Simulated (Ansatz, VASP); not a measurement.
**Be2ZnSe3 in VASP and in Ansatz**

```
Be Zn Se
1.0
     5.65383    0.00000    0.00000
    -2.82691    4.89636    0.00000
     0.00000    0.00000    4.17581
Be Zn Se
2 1 3
Direct
  0.66667 0.33333 0.49615
  0.33333 0.66667 0.49615
  0.00000 0.00000 0.19263
  0.00000 0.50000 0.99502
  0.50000 0.00000 0.99502
  0.50000 0.50000 0.99502
```

Change from the starting cell: species swapped into the NaSn2Pd3 type (P6mm, No. 183).

Alike in both runs: task relaxation of cell and atoms; functional PBE; k mesh 6 × 6 × 4; occupations gaussian, width 0.1 eV; no spin polarisation.

|  | VASP | Ansatz |
| --- | --- | --- |
| version | VASP 6.6.1 | Ansatz 0.2.0 |
| potentials or method | VASP PAW PBE potentials, release 64 (Be, Zn, Se), cutoff 600 eV | scalar-relativistic, plane waves, PAW |
| valence electrons in the cell | 34 | 64 |

VASP gave:

- gap on the k mesh at the Fermi level, each at its own relaxed structure (eV): none
- relaxed volume (Å³/atom): 21.01
- relaxed length of the cell vector where the two differ most in proportion (Å): 7.101

Task: Which values does Ansatz return?

Result: gap on the k mesh at the Fermi level, each at its own relaxed structure (eV): none; relaxed volume (Å³/atom): 21.24; relaxed length of the cell vector where the two differ most in proportion (Å): 7.135.

A gap of «none» marks a metal or a gap that the smearing closes. VASP's potentials hold 34 valence electrons a cell and Ansatz's 64, so a difference there can come from the potentials and not from the codes.

The k mesh is coarse, so the values compare programs but aren't converged.
